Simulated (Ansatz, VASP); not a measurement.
Two plane-wave programs on HgTe

```xyz
2
Lattice="0.0000 3.2190 3.2190 3.2190 0.0000 3.2190 3.2190 3.2190 0.0000" Properties=species:S:1:pos:R:3 pbc="T T T"
Hg    0.0000    0.0000    0.0000
Te    1.6095    1.6095    1.6095
```

Alike in both runs: functional r2SCAN; k mesh 9 × 9 × 9; occupations fermi-dirac, width 0.1 eV; no spin polarisation.

Ansatz relaxed the structure, and its values are those at the end. VASP's run is a single point on that final structure, the one shown.

|  | VASP | Ansatz |
| --- | --- | --- |
| version | VASP 6.6.1 | Ansatz 0.2.0 |
| potentials or method | VASP PAW PBE potentials, release 64 (Hg, Te), cutoff 520 eV | PAW plane waves |
| valence electrons in the cell | 18 | 36 |

Ansatz gave:

```
pressure (GPa) : 2.9
```

Task: Estimate VASP's values.

Result: Pressure (GPa): 3.0.

VASP's potentials were made for PBE, not for r2SCAN. VASP's potentials hold 18 valence electrons a cell and Ansatz's 36, so a difference there can come from the potentials and not from the codes. Ansatz's warnings: stress scf threshold loose.

Neither program's run includes spin-orbit coupling.
